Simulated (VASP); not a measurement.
Here is a VASP 6.6.1 calculation.

INCAR

```
SYSTEM = SnO
PREC = Accurate
ENCUT = 910
EDIFF = 1E-6
ISMEAR = 0
SIGMA = 0.1
LREAL = Auto
LASPH = .TRUE.
NELM = 120
ALGO = Normal
ISIF = 2
LWAVE = .FALSE.
LCHARG = .FALSE.
GGA = PE
IVDW = 12
ISYM = 0
NBANDS = 94
GGA_COMPAT = .FALSE.
```

File KPOINTS:

```
Automatic mesh
0
Gamma
  2 2 2
  0.5 0.5 0.5
```

Contents of POSCAR:

```
SnO
1.0
    0.0000000000     -5.6741040000      4.2219700000
    0.0000000000      5.6741040000      4.2219700000
   -6.7100100000      0.0000000000     -4.2219700000
Sn O
8 8
Direct
    0.3906175000      0.6225265000      0.5000000000
    0.8906175000      0.1225265000      0.5000000000
    0.1406175000      0.3725265000      0.0000000000
    0.6406175000      0.8725265000      0.0000000000
    0.7475265000      0.5156175000      0.2500000000
    0.2475265000      0.0156175000      0.2500000000
    0.4975265000      0.2656175000      0.7500000000
    0.9975265000      0.7656175000      0.7500000000
    0.1728035000      0.0640535000      0.5000000000
    0.6728035000      0.5640535000      0.5000000000
    0.9228035000      0.8140535000      0.0000000000
    0.4228035000      0.3140535000      0.0000000000
    0.1890535000      0.2978035000      0.2500000000
    0.6890535000      0.7978035000      0.2500000000
    0.9390535000      0.0478035000      0.7500000000
    0.4390535000      0.5478035000      0.7500000000
```

Potentials or basis: VASP PAW PBE potentials, release 64 (Sn_d, O_h).

Run with:

```sh
$ cat potpaw_PBE.64/Sn_d/POTCAR potpaw_PBE.64/O_h/POTCAR > POTCAR
$ mpirun -np 1 vasp_std > vasp.out
```

Problem. Predict the largest force.

Solution. 0.102 eV/Å.

Problem. Estimate the band gap on the k mesh.

Solution. 2.37 eV.

Problem. Estimate the pressure.

Solution. -1.3 GPa.

Forces on the atoms (eV/Å):
```
Sn   0.002 -0.028 -0.020
Sn   0.002 -0.028 -0.020
Sn  -0.003 -0.015 -0.012
Sn  -0.003 -0.015 -0.012
Sn   0.003  0.024 -0.006
Sn   0.003  0.024 -0.006
Sn  -0.002  0.022 -0.014
Sn  -0.002  0.022 -0.014
O    0.001  0.099  0.014
O    0.001  0.099  0.014
O    0.000  0.099  0.013
O    0.000  0.099  0.013
O    0.000 -0.100  0.013
O    0.000 -0.100  0.012
O    0.000 -0.101  0.013
O    0.000 -0.101  0.013
```

Caveat: the cutoff is under 1.25 times the usual one of these potentials, so pressure, stress and relaxed cells hold a basis-set (Pulay) error; spin-orbit coupling is left out, which moves the levels of the heavy elements; a shifted mesh leaves out Γ, where band edges can lie. A k mesh can miss the band edges.
